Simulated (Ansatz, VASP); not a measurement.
**Al in VASP and in Ansatz**

The input POSCAR:

```
Al
1.0
    0.0000000000      2.0514502267      2.0514502267
    2.0514502267      0.0000000000      2.0514502267
    2.0514502267      2.0514502267      0.0000000000
Al
1
Direct
    0.0000000000      0.0000000000      0.0000000000
```

File INCAR.step1:

```
PREC = Accurate ; ENCUT = 520
ISMEAR = -1 ; SIGMA = 0.05
LREAL = False ; LASPH = True
NELM = 80 ; NBANDS = 8
GGA = PE ; ALGO = Normal
EDIFF = 1E-4 ; LWAVE = True
LCHARG = False
```

INCAR.step2

```
PREC = Accurate ; ENCUT = 520
EDIFF = 1E-6 ; ISMEAR = -1
SIGMA = 0.05 ; LREAL = False
LASPH = True ; NELM = 80
ALGO = Normal ; ISIF = 2
LWAVE = False ; LCHARG = False
METAGGA = R2SCAN ; LMIXTAU = True
NBANDS = 8 ; ISTART = 1
```

File KPOINTS:

```
regular mesh
0
Gamma
  12 12 12
```

Input for Ansatz:

```yaml
crystal:
  lattice:
    - [0.0, 2.051450226652114, 2.051450226652114]
    - [2.051450226652114, 0.0, 2.051450226652114]
    - [2.051450226652114, 2.051450226652114, 0.0]
  atoms:
    - { symbol: Al, position: [0.0, 0.0, 0.0] }
basis:
  ecutwfc: 600.0
kpoints:
  mp_grid:
    grid: [12, 12, 12]
hamiltonian:
  xc: r2scan
scf:
  occupations:
    method: fermi_dirac
    width: 0.05
output:
  stress: true
```

Alike in both runs: task single point; functional r2SCAN; k mesh 12 × 12 × 12; occupations fermi-dirac, width 0.05 eV; no spin polarisation.

|  | VASP | Ansatz |
| --- | --- | --- |
| version | VASP 6.6.1 | Ansatz 0.2.0 |
| potentials or method | VASP PAW PBE potentials, release 64 (Al), cutoff 520 eV | plane waves, PAW |
| valence electrons in the cell | 3 | 3 |

```tsv
	VASP	Ansatz	Ansatz less VASP
pressure (GPa)	-6.2	-6.0	+0.26
```

VASP's potentials were made for PBE, not for r2SCAN.
